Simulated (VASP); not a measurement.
# Al5H (P6/mmm) in VASP: notebook, part 2 of 3

VASP 6.6.1.

## (4) Relaxation of cell and atoms, PBE

INCAR

```
SYSTEM = Al5H
PREC = Accurate ; ENCUT = 600
EDIFF = 1E-6 ; ISMEAR = 0
SIGMA = 0.1 ; LREAL = .FALSE.
LASPH = .TRUE. ; NELM = 100
ALGO = Normal ; ISIF = 3
LWAVE = .FALSE. ; LCHARG = .FALSE.
GGA = PE ; IBRION = 2
NSW = 90 ; EDIFFG = -0.04
```

KPOINTS

```
Automatic mesh
0
G
  6 6 4
  0 0 0
```

POSCAR

```
Al5H
1.0
    5.0441601800      0.0000000000      0.0000000000
   -2.5220800900      4.3683708500      0.0000000000
    0.0000000000      0.0000000000      4.0269099200
Al H
5 1
Direct
    0.0000000000      0.5000000000      0.5000000000
    0.3333333300      0.6666666700      0.0000000000
    0.6666666700      0.3333333300      0.0000000000
    0.5000000000      0.0000000000      0.5000000000
    0.5000000000      0.5000000000      0.5000000000
    0.0000000000      0.0000000000      0.0000000000
```

Potentials or basis: VASP PAW PBE potentials, release 64 (Al, H).

Started as:

```
> cat potpaw_PBE.64/Al/POTCAR potpaw_PBE.64/H/POTCAR > POTCAR
> mpirun -np 1 vasp_std > vasp.out
```

OUTCAR:

```text
SYSTEM = Al5H
   PREC = Accurate
   ENCUT = 600
   EDIFF = 1E-6
   ISMEAR = 0
   LREAL = .FALSE.
   LASPH = .TRUE.
   NELM = 100
   ISIF = 3
   GGA = PE
   IBRION = 2
   NSW = 90
   EDIFFG = -0.04

 ion  position               nearest neighbor table
   1  0.000  0.500  0.500-   2 2.48   3 2.48   2 2.48   3 2.48   4 2.52   4 2.52   5 2.52   5 2.52

   2  0.333  0.667  0.000-   4 2.48   4 2.48   1 2.48   1 2.48   5 2.48   5 2.48   3 2.91   3 2.91
                             3 2.91
   3  0.667  0.333  0.000-   4 2.48   4 2.48   1 2.48   1 2.48   5 2.48   5 2.48   2 2.91   2 2.91
                             2 2.91
   4  0.500  0.000  0.500-   2 2.48   3 2.48   2 2.48   3 2.48   1 2.52   5 2.52   5 2.52   1 2.52

   5  0.500  0.500  0.500-   2 2.48   3 2.48   2 2.48   3 2.48   4 2.52   4 2.52   1 2.52   1 2.52

   6  0.000  0.000  0.000-

  LATTYP: Found a hexagonal cell.
 ALAT       =     5.0441601800
 C/A-ratio  =     0.7983310950

  Lattice vectors:

 A1 = (   5.0441601800,   0.0000000000,   0.0000000000)
 A2 = (  -2.5220800900,   4.3683708500,   0.0000000000)
 A3 = (   0.0000000000,   0.0000000000,   4.0269099200)

Analysis of symmetry for initial positions (statically):
=====================================================================
 Subroutine PRICEL returns:
 Original cell was already a primitive cell.

 Routine SETGRP: Setting up the symmetry group for a
 hexagonal supercell.

 Subroutine GETGRP returns: Found 24 space group operations
 (whereof 24 operations were pure point group operations)
 out of a pool of 24 trial point group operations.

The static configuration has the point symmetry D_6h.

Analysis of symmetry for dynamics (positions and initial velocities):
=====================================================================
 Subroutine PRICEL returns:
 Original cell was already a primitive cell.

 Routine SETGRP: Setting up the symmetry group for a
 hexagonal supercell.

 Subroutine GETGRP returns: Found 24 space group operations
 (whereof 24 operations were pure point group operations)
 out of a pool of 24 trial point group operations.

The dynamic configuration has the point symmetry D_6h.

 Subroutine INISYM returns: Found 24 space group operations
 (whereof 24 operations are pure point group operations),
 and found     1 'primitive' translations

----------------------------------------------------------------------------------------

                                     Primitive cell

  volume of cell :      88.7320

  direct lattice vectors                    reciprocal lattice vectors
     5.044160180  0.000000000  0.000000000     0.198249057  0.114459147  0.000000000
    -2.522080090  4.368370850  0.000000000     0.000000000  0.228918293  0.000000000
     0.000000000  0.000000000  4.026909920     0.000000000  0.000000000  0.248329369

  length of vectors
     5.044160180  5.044160174  4.026909920     0.228918293  0.228918293  0.248329369

  position of ions in fractional coordinates (direct lattice)
     1.000000000  0.500000000  0.500000000
     0.333333330  0.666666670  0.000000000
     0.666666670  0.333333330  0.000000000
     0.500000000  0.000000000  0.500000000
     0.500000000  0.500000000  0.500000000
     0.000000000  0.000000000  0.000000000

  ion indices of the primitive-cell ions
   primitive index   ion index
                 1           1
                 2           2
                 3           3
                 4           4
                 5           5
                 6           6

----------------------------------------------------------------------------------------

 KPOINTS: Automatic mesh

Automatic generation of k-mesh.
 Grid dimensions read from file:
 generate k-points for:    6    6    4

 Generating k-lattice:

  Cartesian coordinates                     Fractional coordinates (reciprocal lattice)
     0.033041510  0.019076524  0.000000000     0.166666667 -0.000000000  0.000000000
     0.000000000  0.038153049  0.000000000     0.000000000  0.166666667  0.000000000
     0.000000000  0.000000000  0.062082342     0.000000000  0.000000000  0.250000000

  Length of vectors
     0.038153049  0.038153049  0.062082342

  Shift w.r.t. Gamma in fractional coordinates (k-lattice)
     0.000000000  0.000000000  0.000000000

 Subroutine IBZKPT returns following result:
 ===========================================

 Found     21 irreducible k-points:

 Following reciprocal coordinates:
            Coordinates               Weight
  0.000000  0.000000  0.000000      1.000000
  0.166667 -0.000000  0.000000      6.000000
  0.333333 -0.000000  0.000000      6.000000
  0.500000 -0.000000  0.000000      3.000000
  0.166667  0.166667  0.000000      6.000000
  0.333333  0.166667  0.000000     12.000000
[... 13 lines left out ...]
  0.333333  0.166667  0.500000     12.000000
  0.333333  0.333333  0.500000      2.000000
   k-points           NKPTS =     21   k-points in BZ     NKDIM =     21   number of bands    NBANDS=     12
   number of dos      NEDOS =    301   number of ions     NIONS =      6
   total plane-waves  NPLWV =  51200
   dimension x,y,z NGX =    40 NGY =   40 NGZ =   32
   dimension x,y,z NGXF=    80 NGYF=   80 NGZF=   64
   ions per type =               5   1
   NGX,Y,Z   is equivalent  to a cutoff of  13.18, 13.18, 13.21 a.u.
   NGXF,Y,Z  is equivalent  to a cutoff of  26.37, 26.37, 26.42 a.u.
 SYSTEM =  Al5H
   PREC   = accura    normal or accurate (medium, high low for compatibility)
   ISTART =      0    job   : 0-new  1-cont  2-samecut
   ICHARG =      2    charge: 1-file 2-atom 10-const
   ISPIN  =      1    spin polarized calculation?
   LNONCOLLINEAR =      F non collinear calculations
   LSORBIT =      F    spin-orbit coupling
   LASPH  =      T    aspherical Exc in radial PAW
   ENCUT  =  600.0 eV  44.10 Ry    6.64 a.u.  10.07 10.07  8.04*2*pi/ulx,y,z
   NELM   =    100;   NELMIN=  2; NELMDL= -5     # of ELM steps
   EDIFF  = 0.1E-05   stopping-criterion for ELM
   LREAL  =      F    real-space projection
   EDIFFG = -.4E-01   stopping-criterion for IOM
   NSW    =     90    number of steps for IOM
   IBRION =      2    ionic relax: 0-MD 1-quasi-New 2-CG
   NFREE  =      1    steps in history (QN), initial steepest desc. (CG)
   ISIF   =      3    stress and relaxation
   ISYM   =      2    0-nonsym 1-usesym 2-fastsym
   POTIM  = 0.5000    time-step for ionic-motion
   TEBEG  =    0.0;   TEEND  =   0.0 temperature during run
   PSTRESS=    0.0 pullay stress
   NELECT =      16.0000    total number of electrons
   NUPDOWN=      -1.0000    fix difference up-down
   EMIN   =  10.00;   EMAX   =-10.00  energy-range for DOS
   EFERMI =   0.00;   METHOD = LEGACY
   ISMEAR =     0;   SIGMA  =   0.10  broadening in eV -4-tet -1-fermi 0-gaus
   EFERMI_NEDOS =   21; number of points for ismear=-14 and -15
   IALGO  =     38    algorithm
   IMIX   =      4    mixing-type and parameters
     AMIX     =   0.40;   BMIX     =  1.00
     AMIX_MAG =   1.60;   BMIX_MAG =  1.00
  volume/ion in A,a.u.               =      14.79        99.80
  Fermi-wavevector in a.u.,A,eV,Ry     =   0.924886  1.747781 11.638608  0.855414
  Thomas-Fermi vector in A             =   2.050680
   LORBIT       =      0    0 simple, 1 ext, 2 COOP (PROOUT), +10 PAW based schemes
   GGA     = PE    functional components
   LHFCALC =     F    Hartree Fock is set to
   AEXX    =    0.0000 exact exchange contribution
   IVDW    =     0    specifies the selected vdW correction
   LEPSILON=     F    determine dielectric tensor
   LRPA    =     F    only Hartree local field effects (RPA)
 conjugate gradient relaxation of ions
 non-spin polarized calculation
 Gauss-broadening in eV      SIGMA  =   0.10
  energy-cutoff  :      600.00
  volume of cell :       88.73
 maximum number of plane-waves:      2980
   NGX = 21   NGY = 21   NGZ = 17

--------------------------------------- Ionic step        1  -------------------------------------------

 number of electron      16.0000000 magnetization

 Free energy of the ion-electron system (eV)
  ---------------------------------------------------
  ext. energy  EPLUGINS =         0.00000000
  ---------------------------------------------------
  free energy    TOTEN  =       -17.34413019 eV

  energy without entropy =      -17.33621850  energy(sigma->0) =      -17.34017434

------------------------ aborting loop because EDIFF is reached ----------------------------------------

  FORCE on cell =-STRESS in cart. coord.  units (eV):
  Direction    XX          YY          ZZ          XY          YZ          ZX
  --------------------------------------------------------------------------------------
  -------------------------------------------------------------------------------------
  Total        8.4743693      8.4743693     20.7534784      0.0000000      0.0000000      0.0000000
  in kB      153.0162959    153.0162954    374.7323579      0.0000000      0.0000000      0.0000000
  external PRESSURE =     226.9216497 kB  Pullay stress =       0.0000000 kB
[... 227 lines left out ...]
--------------------------------------- Ionic step        7  -------------------------------------------

 number of electron      16.0000001 magnetization

 Free energy of the ion-electron system (eV)
  ---------------------------------------------------
  ext. energy  EPLUGINS =         0.00000000
  ---------------------------------------------------
  free energy    TOTEN  =       -18.87727458 eV

  energy without entropy =      -18.86071210  energy(sigma->0) =      -18.86899334

 E-fermi :   4.7992     XC(G=0):  -9.1026

 val. band max:        4.7918900314   @ k =   0.1667  -0.0000   0.5000
 cond. band min:       4.8621108114   @ k =   0.3333   0.1667   0.2500
 fundamental gap:      0.0702207801
 Fermi energy:         4.7992238005

 k-point     1 :       0.0000    0.0000    0.0000
  band No.  band energies     occupation
      1      -5.0938      2.00000
      2      -0.1783      2.00000
      3       1.4309      2.00000
      4       1.6800      2.00000
      5       1.6800      2.00000
      6       1.9886      2.00000
      7       3.6193      2.00000
      8       3.6193      2.00000
      9       4.2045      2.00000
     10       5.9804      0.00000
     11       7.6162      0.00000
     12       7.6162      0.00000
[... 331 lines left out ...]
  FREE ENERGIE OF THE ION-ELECTRON SYSTEM (eV)
  ---------------------------------------------------
  free  energy   TOTEN  =       -18.8772745789 eV

  energy  without entropy=      -18.8607121039  energy(sigma->0) =      -18.86899334

 reached required accuracy - stopping structural energy minimisation
```

Wall time 48 s (1 thread of Intel Xeon 6975P-C (Granite Rapids), shared host); peak memory 0.22 GiB.

What came out:

```yaml
Free_energy: -18.8773 eV
Relaxed_volume: 18.41 Å³/atom
Relaxed_cell: a = 5.258 Å, b = 5.258 Å, c = 4.612 Å, α = 90.00°, β = 90.00°, γ = 120.00°
Space_group_after_relaxing_to_0.05_Å: P6/mmm (No. 191)
Energy_gained_by_relaxing: 255.5 meV/atom
Ionic_steps: 7
Pressure_after_relaxing: 0.1 GPa
Band_gap_on_the_k_mesh: zero (band 8 reaches 5.31 eV, above the bottom of band 9 at 4.11 eV)
```

Stress tensor (GPa, compression positive):
```
0.02 0.00 0.00
0.00 0.02 0.00
0.00 0.00 0.26
```

Step by step:
| step | energy change (eV) | largest force (eV/Å) | pressure (GPa) | volume (Å³) |
| --- | --- | --- | --- | --- |
| 1 | 0.0000 | 0.0000 | 22.69 | 88.73 |
| 2 | -1.4548 | 0.0000 | -3.17 | 118.13 |
| 3 | -1.5197 | 0.0000 | -0.02 | 110.77 |
| 4 | -1.5203 | 0.0000 | -0.30 | 111.38 |
| 5 | -1.5200 | 0.0000 | -0.52 | 111.86 |
| 6 | -1.5281 | 0.0000 | -0.22 | 111.25 |
| 7 | -1.5331 | 0.0000 | 0.10 | 110.45 |

Final structure:
```
CELL_PARAMETERS angstrom
5.25832 0.00000 0.00000
-2.62916 4.55384 0.00000
0.00000 0.00000 4.61242
ATOMIC_POSITIONS crystal
Al 0.00000 0.50000 0.50000
Al 0.33333 0.66667 0.00000
Al 0.66667 0.33333 0.00000
Al 0.50000 0.00000 0.50000
Al 0.50000 0.50000 0.50000
H 0.00000 0.00000 0.00000
```

Caveat: the k points lie up to 0.34 Å⁻¹ apart in the final cell; the volume moved by over 15 % at a fixed basis, so the end points are rough.

## (5) Single point, PBE

This run uses another cell than the first one, of 18.44 Å³/atom, 1.247 times its volume.

INCAR

```
SYSTEM = Al5H
PREC     = Accurate       ! precision mode
ENCUT    = 520            ! plane-wave cutoff, eV
EDIFF    = 1E-6           ! SCF threshold, eV
ISMEAR   = 0              ! smearing method
SIGMA    = 0.1            ! smearing width, eV
LREAL    = .False.        ! projectors in reciprocal space
LASPH    = .True.         ! aspherical terms in the spheres
NELM     = 100            ! most SCF steps
ALGO     = Normal         ! electronic algorithm
ISIF     = 2              ! what is computed and relaxed
LWAVE    = .False.        ! write WAVECAR
LCHARG   = .False.        ! write CHGCAR
GGA      = PE             ! functional
NBANDS   = 17             ! bands
```

KPOINTS

```
Automatic mesh
0
Gamma
  12 12 8
  0 0 0
```

POSCAR

```
Al5H
1.0
    5.2189600370      0.0000000000      0.0000000000
   -2.6094800185      4.5197519733      0.0000000000
    0.0000000000      0.0000000000      4.6897049364
Al H
5 1
Direct
    0.0000000000      0.5000000000      0.5000000000
    0.3333333333      0.6666666667      0.0000000000
    0.6666666667      0.3333333333      0.0000000000
    0.5000000000      0.0000000000      0.5000000000
    0.5000000000      0.5000000000      0.5000000000
    0.0000000000      0.0000000000      0.0000000000
```

Started as:

```
> cat potpaw_PBE.64/Al/POTCAR potpaw_PBE.64/H/POTCAR > POTCAR
> mpirun -np 1 vasp_std > vasp.out
```

Wall time 74 s (1 thread of Intel Xeon 6975P-C (Granite Rapids), shared host); peak memory 0.3 GiB.

It converged, with:

```
Free energy            : -18.8495 eV
Pressure               : -0.1 GPa
Band gap on the k mesh : zero (band 8 reaches 5.38 eV, above the bottom of band 9 at 4.16 eV)
```

Levels at points of the mesh, in eV from the Fermi level:
```
           k point  band 4  band 5  band 6  band 7  band 8  band 9  band 10  band 11  band 12  band 13
(0.00, 0.00, 0.00)   -3.07   -2.99   -2.99   -1.12   -1.12   -0.58     1.20     2.82     2.82     2.97
(0.50, 0.00, 0.00)   -3.51   -2.51   -1.68   -1.45   -0.81    0.56     2.10     2.21     2.31     2.45
(0.00, 0.00, 0.50)   -1.82   -1.41   -1.41   -1.37   -1.37   -0.45    -0.32    -0.32     1.74     1.74
(0.50, 0.00, 0.50)   -5.42   -2.61   -2.07   -2.01   -1.84    2.78     3.00     3.19     4.57     4.84
```

(Continued in part 3 of 3.)
